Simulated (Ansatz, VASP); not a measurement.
# Two plane-wave programs on AlN

```
CELL_PARAMETERS angstrom
3.40141 0.00000 -0.01994
-1.70071 2.90400 0.00997
-0.02521 0.00000 4.30431
ATOMIC_POSITIONS crystal
Al 0.33572 0.63274 0.75167
Al 0.70298 0.36726 0.25167
N 0.30577 0.65024 0.24833
N 0.65553 0.34976 0.74833
```

Alike in both runs: task single point; functional PBE; k mesh 9 × 9 × 6; occupations gaussian, width 0.02 eV; no spin polarisation.

```csv
,VASP,Ansatz
version,VASP 6.6.1,Ansatz 0.2.0
potentials or method,"VASP PAW PBE potentials, release 64 (Al, N), cutoff 520 eV","scalar-relativistic, plane waves, PAW"
valence electrons in the cell,16,16
```

|  | VASP | Ansatz | Ansatz less VASP |
| --- | --- | --- | --- |
| gap on the k mesh at the Fermi level (eV) | 2.69 | 2.68 | -0.007 |
| least direct gap on the mesh (eV) | 2.69 | 2.68 | -0.007 |
| pressure (GPa) | -7.0 | -6.8 | +0.19 |
| traceless stress, the component that is largest in VASP (GPa) | 10.98 | 10.99 | +0.011 |
| rms of the force components (eV/Å) | 1.761 | 1.754 | -0.0071 |

Atom by atom the forces differ by 0.007 eV/Å (rms over components).
